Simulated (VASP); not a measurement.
CaF2: single point with PBE

CaF2:

```
Ca F
1.0
     0.00000    2.71267    2.71267
     2.71267    0.00000    2.71267
     2.71267    2.71267    0.00000
Ca F
1 2
Direct
  0.00000 0.00000 0.00000
  0.25000 0.25000 0.25000
  0.75000 0.75000 0.75000
```

| Property | Result |
| --- | --- |
| Program | VASP 6.6.1 |
| Task | single point |
| Functional | PBE |
| Potentials or basis | VASP PAW PBE potentials, release 64 (Ca_sv, F) |
| Cutoff | 600 eV |
| k mesh | 6 × 6 × 6 |
| Occupations | gaussian, width 0.01 eV |
| Spin | no spin polarisation |

| Item | Value |
| --- | --- |
| Pressure | 4.3 GPa |
| Band gap on the k mesh | 7.40 eV (least direct gap 7.66 eV) |

Levels at points of the mesh, in eV from the valence-band top:
```tsv
k point	band 9	band 10	band 11	band 12	band 13	band 14	band 15	band 16
(0.00, 0.00, 0.00)	-2.17	-0.26	-0.26	-0.26	7.40	9.25	9.25	11.39
(0.50, 0.00, 0.00)	-1.31	-1.26	-0.85	-0.85	9.47	9.47	9.88	10.84
(0.50, 0.50, 0.00)	-1.67	-0.38	-0.38	0.00	8.18	9.64	10.19	11.00
```

It took 22 s on 1 thread of Intel Xeon 8259CL, on a shared host, peak memory 0.18 GiB.

Caveat: the cell stands under pressure. A k mesh can miss the band edges.
